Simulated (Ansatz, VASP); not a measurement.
# CdS: VASP beside Ansatz

Contents of POSCAR:

```
CdS
1.0
    0.0000000000      3.0409500000      2.9100000000
    2.9100000000      0.0000000000      2.9100000000
    2.9100000000      3.0409500000      0.0000000000
Cd S
1 1
Direct
    0.0000000000      0.0000000000      0.0000000000
    0.7500000000      0.7500000000      0.7500000000
```

The input INCAR.step1:

```
PREC = Accurate
ENCUT = 520
ISMEAR = 0
SIGMA = 0.05
LREAL = F
LASPH = T
NELM = 80
NBANDS = 16
GGA = PE
ALGO = Normal
EDIFF = 1E-4
LWAVE = T
LCHARG = F
```

The input INCAR.step2:

```
PREC = Accurate
ENCUT = 520
EDIFF = 1E-7
ISMEAR = 0
SIGMA = 0.05
LREAL = F
LASPH = T
NELM = 80
ALGO = Normal
ISIF = 2
LWAVE = F
LCHARG = F
METAGGA = R2SCAN
LMIXTAU = T
NBANDS = 16
ISTART = 1
```

KPOINTS

```
Automatic mesh
0
Gamma
  8 8 8
```

Input for Ansatz:

```yaml
crystal:
  lattice:
    - [0.0, 3.04095, 2.91]
    - [2.91, 0.0, 2.91]
    - [2.91, 3.04095, 0.0]
  atoms:
    - { symbol: Cd, position: [0.0, 0.0, 0.0] }
    - { symbol: S, position: [0.75, 0.75, 0.75] }
basis:
  ecutwfc: 500
kpoints:
  mp_grid: { grid: [8, 8, 8] }
hamiltonian:
  xc: r2scan
scf:
  occupations: { method: gaussian, width: 0.05 }
output:
  forces: true
  stress: true
  eigenvalues: true
```

Change from the starting cell: strain +0.0450 x Voigt [0, 1, 0, 0, 0, 0], atoms carried along.

Alike in both runs: task single point; functional r2SCAN; k mesh 8 × 8 × 8; occupations gaussian, width 0.05 eV; no spin polarisation.

```csv
,VASP,Ansatz
version,VASP 6.6.1,Ansatz 0.2.0
potentials or method,"VASP PAW PBE potentials, release 64 (Cd, S), cutoff 520 eV","scalar-relativistic, plane waves, PAW"
valence electrons in the cell,18,26
```

VASP gave:

```
gap on the k mesh at the Fermi level (eV)                     : 1.45
least direct gap on the mesh (eV)                             : 1.45
pressure (GPa)                                                : -0.6
traceless stress, the component that is largest in VASP (GPa) : -0.62
```

Question: Estimate Ansatz's values.

Answer: gap on the k mesh at the Fermi level (eV): 1.46; least direct gap on the mesh (eV): 1.46; pressure (GPa): -0.9; traceless stress, the component that is largest in VASP (GPa): -0.63.

VASP's potentials were made for PBE, not for r2SCAN. With one functional, cell and mesh, what is left measures potentials, basis and numerics. VASP's potentials hold 18 valence electrons a cell and Ansatz's 26, so a difference there can come from the potentials and not from the codes.
